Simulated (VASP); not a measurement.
Write the native input for VASP 6.6.1 that does the following.

```yaml
Task: single point
Functional: LDA
Potentials_or_basis: VASP PAW LDA potentials, release 64 (Sr_sv, Mg)
Cutoff: 520 eV
k_mesh: 14 × 14 × 14
Occupations: gaussian, width 0.15 eV
Spin: no spin polarisation
Dipole_correction: no
Further_INCAR_settings: ALGO = Normal; EDIFF = 1e-06; NBANDS = 13
```

The structure of SrMg lies in POSCAR:

```
SrMg
1.0
    0.8530227791      3.9738378246      3.9738378246
    3.9738378246      0.8530227791      3.9738378246
    3.9738378246      3.9738378246      0.8530227791
Sr Mg
1 1
Direct
    0.5000000000      0.5000000000      0.5000000000
    0.0000000000      0.0000000000      0.0000000000
```

This cell differs from its parent crystal: ratio of the length along [111] to the lengths across it x 1.41, volume and fractional coordinates fixed.

The input as run:

INCAR

```
  PREC = Accurate
  ENCUT = 520
  EDIFF = 1E-6
  ISMEAR = 0
  SIGMA = 0.15
  LREAL = F
  LASPH = T
  NELM = 100
  ALGO = Normal
  ISIF = 2
  LWAVE = F
  LCHARG = F
  NBANDS = 13
```

KPOINTS

```
Automatic mesh
0
Gamma
  14 14 14
```

Potentials or basis: VASP PAW LDA potentials, release 64 (Sr_sv, Mg).

The run is started by

```bash
$ cat potpaw_LDA.64/Sr_sv/POTCAR potpaw_LDA.64/Mg/POTCAR > POTCAR
$ mpirun -np 1 vasp_std > vasp.out
```

It gave:

| Quantity | Value |
| --- | --- |
| Pressure | -1.9 GPa |
| Band gap on the k mesh | zero (band 6 reaches 1.95 eV, above the bottom of band 7 at 0.82 eV) |

Run time: 2.3 min on 1 thread of Intel(R) Xeon(R) 6975P-C (Granite Rapids), with other jobs on the host, peak memory 0.5 GiB.
